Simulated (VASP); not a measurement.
A run of VASP 6.6.1 is set up as follows.

File INCAR:

```
PREC = Accurate
ENCUT = 500
EDIFF = 1E-8
ISMEAR = -1
SIGMA = 0.05
LREAL = False
LASPH = True
NELM = 120
ALGO = Normal
ISIF = 2
LWAVE = False
LCHARG = False
GGA = PE
NBANDS = 19
IBRION = 8
NSW = 1
GGA_COMPAT = False
```

KPOINTS

```
Automatic mesh
0
Gamma
  6 6 4
```

POSCAR

```
Ti
1.0
    2.9400000000      0.0000000000      0.0000000000
   -1.4700000000      2.5461146871      0.0000000000
    0.0000000000      0.0000000000      4.6500000000
Ti
2
Direct
    0.3333333333      0.6666666667      0.2500000000
    0.6666666667      0.3333333333      0.7500000000
```

Potentials or basis: VASP PAW PBE potentials, release 64 (Ti_sv).

The run is started by

```bash
$ cat potpaw_PBE.64/Ti_sv/POTCAR > POTCAR
$ mpirun -np 1 vasp_std > vasp.out
```

Q: Predict the highest phonon frequency at Γ.

A: 202 cm⁻¹.

Phonon frequencies in cm⁻¹ (negative: imaginary):
| q point | frequencies |
| --- | --- |
| (0.000, 0.000, 0.000) | 0 0 0 119 119 202 |

Caveat: the k points lie up to 0.41 Å⁻¹ apart.
